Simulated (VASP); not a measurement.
FeSb2Se4, 7 atoms in the cell. The structure is tetragonal, space group I-4 (No. 82). Conventional cell: a = 5.835 Å, b = 5.835 Å, c = 11.061 Å, α = 90.00°, β = 90.00°, γ = 90.00°. Se (site symmetry 1) has 2 Sb at 2.46 to 2.47 Å and 1 Fe at 2.61 Å within 3.3 Å. Within 3.4 Å of Fe (site symmetry -4) lie 4 Se at 2.61 Å. Sb (site symmetry -4) has 4 Se at 2.46 Å within 3.3 Å. Within 3.3 Å of Sb (site symmetry -4) lie 4 Se at 2.47 Å. 

```yaml
Program: VASP 6.6.1
Task: single point
Functional: r2SCAN
Potentials_or_basis: VASP PAW PBE potentials, release 64 (Se, Fe, Sb)
Cutoff: 520 eV
k_mesh: 4 × 4 × 4
Occupations: fermi-dirac, width 0.1 eV
Spin: no spin polarisation
Dipole_correction: no
Further_INCAR_settings: ALGO = Normal; EDIFF = 1e-06; NBANDS = 30
```

Potentials or basis: VASP PAW PBE potentials, release 64 (Se, Fe, Sb).

Launch:

```console
$ cat potpaw_PBE.64/Se/POTCAR potpaw_PBE.64/Fe/POTCAR potpaw_PBE.64/Sb/POTCAR > POTCAR
$ cp INCAR.step1 INCAR
$ mpirun -np 1 vasp_std > vasp.out
$ cp INCAR.step2 INCAR
$ mpirun -np 1 vasp_std > vasp.out
```

Hardware: 1 thread of Intel(R) Xeon(R) Platinum 8259CL CPU @ 2.50GHz (Skylake/Cascade Lake) (shared host).

Question: Estimate the wall time of this run.

Answer: Run time: 9 min on 1 thread of Intel(R) Xeon(R) Platinum 8259CL CPU @ 2.50GHz (Skylake/Cascade Lake), with other jobs on the host, peak memory 0.43 GiB. Counts: k points 14.
